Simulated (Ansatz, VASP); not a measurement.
## BiTe: VASP beside Ansatz

The input INCAR:

```
PREC = Accurate ; ENCUT = 520
EDIFF = 1E-7 ; ISMEAR = 0
SIGMA = 0.05 ; LREAL = F
LASPH = T ; NELM = 80
ALGO = Normal ; ISIF = 2
LWAVE = F ; LCHARG = F
GGA = PE ; NBANDS = 29
```

The input KPOINTS:

```
regular mesh
0
Gamma
  8 8 6
```

POSCAR

```
BiTe
1.0
    4.1827040907      0.0445394260     -0.0178691412
   -2.0527797709      3.6869107799     -0.0054402310
   -0.0371117113     -0.0344729564      8.7682164617
Bi Te
2 2
Direct
    0.3633359895      0.6991837882      0.2589840846
    0.6728935201      0.3756598110      0.7550060877
   -0.0063346558     -0.0310899705      0.0002034048
   -0.0298948538     -0.0437536287      0.4858064229
```

Input for Ansatz:

```yaml
crystal:
  lattice:
    - [4.1827040907, 0.044539426, -0.0178691412]
    - [-2.0527797709, 3.6869107799, -0.005440231]
    - [-0.0371117113, -0.0344729564, 8.7682164617]
  atoms:
    - { symbol: Bi, position: [0.3633359895, 0.6991837882, 0.2589840846] }
    - { symbol: Bi, position: [0.6728935201, 0.375659811, 0.7550060877] }
    - { symbol: Te, position: [-0.0063346558, -0.0310899705, 0.0002034048] }
    - { symbol: Te, position: [-0.0298948538, -0.0437536287, 0.4858064229] }
basis:
  ecutwfc: 420
  ecutrho_ratio: 4
kpoints:
  mp_grid: { grid: [8, 8, 6] }
hamiltonian:
  xc: pbe
scf:
  occupations: { method: gaussian, width: 0.05 }
output:
  forces: true
  stress: true
  eigenvalues: true
```

Change from the starting cell: all atoms moved at random (sigma 0.1 Å), cell strained at random (1 %).

Alike in both runs: task single point; functional PBE; k mesh 8 × 8 × 6; occupations gaussian, width 0.05 eV; no spin polarisation.

```csv
,VASP,Ansatz
version,VASP 6.6.1,Ansatz 0.2.0
potentials or method,"VASP PAW PBE potentials, release 64 (Bi_d, Te), cutoff 520 eV","scalar-relativistic, plane waves, PAW"
valence electrons in the cell,42,62
```

|  | VASP | Ansatz | Ansatz less VASP |
| --- | --- | --- | --- |
| gap on the k mesh at the Fermi level (eV) | none | none | - |
| pressure (GPa) | 0.2 | 0.2 | +0.04 |
| traceless stress, the component that is largest in VASP (GPa) | 0.74 | 0.73 | -0.005 |
| rms of the force components (eV/Å) | 0.315 | 0.313 | -0.0025 |

Atom by atom the forces differ by 0.003 eV/Å (rms over components). A gap of «none» marks a metal or a gap that the smearing closes. With one functional, cell and mesh, what is left measures potentials, basis and numerics. VASP's potentials hold 42 valence electrons a cell and Ansatz's 62, so a difference there can come from the potentials and not from the codes.

Neither program's run includes spin-orbit coupling.
